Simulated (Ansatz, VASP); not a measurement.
## KF: VASP beside Ansatz

```xyz
2
Lattice="0.0000 2.9748 2.9748 2.9748 0.0000 2.9748 2.9748 2.9748 0.0000" Properties=species:S:1:pos:R:3 pbc="T T T"
K     0.0000    0.0000    0.0000
F     1.4874    1.4874    1.4874
```

Alike in both runs: task electric field gradients; functional PBE; k mesh 11 × 11 × 11; occupations fermi-dirac, width 0.05 eV; no spin polarisation.

|  | VASP | Ansatz |
| --- | --- | --- |
| version | VASP 6.6.1 | Ansatz 0.2.0 |
| potentials or method | VASP PAW PBE potentials, release 64 (K_sv, F), cutoff 520 eV | all-electron PAW with datasets made for the crystal, scalar-relativistic |

```tsv
	VASP	Ansatz	Ansatz less VASP
gap on the k mesh at the Fermi level (eV)	5.06	5.06	+0.008
pressure (GPa)	0.0	0.0	-0.02
```

Ansatz ran all-electron here, and VASP with PAW potentials.
